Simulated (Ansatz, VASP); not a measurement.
# Two plane-wave programs on Cu3Pd

INCAR

```
SYSTEM = Cu3Pd
PREC = Accurate
ENCUT = 700
EDIFF = 1E-7
ISMEAR = 0
SIGMA = 0.1
LREAL = .FALSE.
LASPH = .TRUE.
NELM = 120
ALGO = Normal
ISIF = 3
LWAVE = .FALSE.
LCHARG = .FALSE.
IBRION = 2
NSW = 100
EDIFFG = -0.05
GGA_COMPAT = .FALSE.
NELMIN = 4
```

KPOINTS

```
Automatic mesh
0
G
  6 6 6
  0 0 0
```

POSCAR

```
Cu3Pd
1.0
    3.7220000000      0.0000000000      0.0000000000
    0.0000000000      3.7220000000      0.0000000000
    0.0000000000      0.0000000000      3.7220000000
Cu Pd
3 1
Direct
    0.0000000000      0.5000000000      0.5000000000
    0.5000000000      0.0000000000      0.5000000000
    0.5000000000      0.5000000000      0.0000000000
    0.0000000000      0.0000000000      0.0000000000
```

Input for Ansatz:

```yaml
crystal:
  lattice:
    - [3.722, 0.0, 0.0]
    - [0.0, 3.722, 0.0]
    - [0.0, 0.0, 3.722]
  atoms:
    - { symbol: Cu, position: [0.0, 0.5, 0.5] }
    - { symbol: Cu, position: [0.5, 0.0, 0.5] }
    - { symbol: Cu, position: [0.5, 0.5, 0.0] }
    - { symbol: Pd, position: [0.0, 0.0, 0.0] }
basis:
  ecutwfc: 420
kpoints:
  mp_grid: { grid: [6, 6, 6] }
hamiltonian:
  xc: lda
scf:
  occupations: { method: gaussian, width: 0.1 }
output:
  forces: true
  stress: true
  eigenvalues: true
relax:
  adjacent_minimum: "off"
  f_tol: 0.05
  max_steps: 80
  cell: { stress_tol: 0.5 }
```

Alike in both runs: task relaxation of cell and atoms; functional LDA; k mesh 6 × 6 × 6; occupations gaussian, width 0.1 eV; no spin polarisation.

|  | VASP | Ansatz |
| --- | --- | --- |
| version | VASP 6.6.1 | Ansatz 0.2.0 |
| potentials or method | VASP PAW LDA potentials, release 64 (Cu_sv_GW, Pd_sv_GW), cutoff 700 eV | scalar-relativistic, plane waves, PAW |
| valence electrons in the cell | 75 | 75 |

```tsv
	VASP	Ansatz	Ansatz less VASP
gap on the k mesh at the Fermi level, each at its own relaxed structure (eV)	none	none	-
relaxed volume (Å³/atom)	11.68	11.77	+0.091
relaxed cell length with the largest relative difference (Å)	3.601	3.611	+0.0094
```

LDA's correlation is that of Perdew and Zunger in VASP and of Perdew and Wang (1992) in Ansatz. A gap of «none» marks a metal or a gap that the smearing closes.
